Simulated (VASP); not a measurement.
A run of VASP 6.6.1 is set up as follows.

The input INCAR:

```
SYSTEM = K
PREC = Accurate
ENCUT = 520
EDIFF = 1E-6
ISMEAR = -1
SIGMA = 0.1
LREAL = .False.
LASPH = .True.
NELM = 80
ALGO = Normal
ISIF = 2
LWAVE = .False.
LCHARG = .True.
GGA = PE
LELF = .True.
LVHAR = .True.
NBANDS = 10
```

Contents of KPOINTS:

```
Automatic mesh
0
Gamma
  2 2 2
  0 0 0
```

File POSCAR:

```
K
1.0
   -2.6417142217      2.6417142217      2.6417142217
    2.6417142217     -2.6417142217      2.6417142217
    2.6417142217      2.6417142217     -2.6417142217
K
1
Direct
    0.0000000000      0.0000000000      0.0000000000
```

Potentials or basis: VASP PAW PBE potentials, release 64 (K_sv).

The run is started by

```sh
$ cat potpaw_PBE.64/K_sv/POTCAR > POTCAR
$ mpirun -np 1 vasp_std > vasp.out
```

Problem. Predict the pressure.

Solution. 0.3 GPa.

Caveat: the k points lie up to 0.84 Å⁻¹ apart.
